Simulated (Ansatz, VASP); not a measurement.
# GaAs: VASP beside Ansatz

```xyz
2
Lattice="0.0000 2.8751 2.8751 2.8751 0.0000 2.8751 2.8751 2.8751 0.0000" Properties=species:S:1:pos:R:3 pbc="T T T"
Ga    0.0000    0.0000    0.0000
As    1.4375    1.4375    1.4375
```

Alike in both runs: task single point; functional PBE; dispersion D3(BJ); k mesh 4 × 4 × 4; occupations gaussian, width 0.1 eV; no spin polarisation; Hubbard terms Ga d U = 5.7 eV, J = 0.36 eV.

|  | VASP | Ansatz |
| --- | --- | --- |
| version | VASP 6.6.1 | Ansatz 0.2.0 |
| potentials or method | VASP PAW PBE potentials, release 64 (Ga_d, As_d), cutoff 510 eV | scalar-relativistic, plane waves, PAW |
| valence electrons in the cell | 28 | 28 |

Ansatz gave:

```
gap on the k mesh at the Fermi level (eV) : 0.14
least direct gap on the mesh (eV)         : 0.14
pressure (GPa)                            : -2.0
```

Q: Estimate VASP's values.

A: gap on the k mesh at the Fermi level (eV): 0.31; least direct gap on the mesh (eV): 0.31; pressure (GPa): -4.2.

The programs project onto different local orbitals, so the same U acts differently, and such runs can settle in different states.

The k mesh is coarse, so the values compare programs but aren't converged.
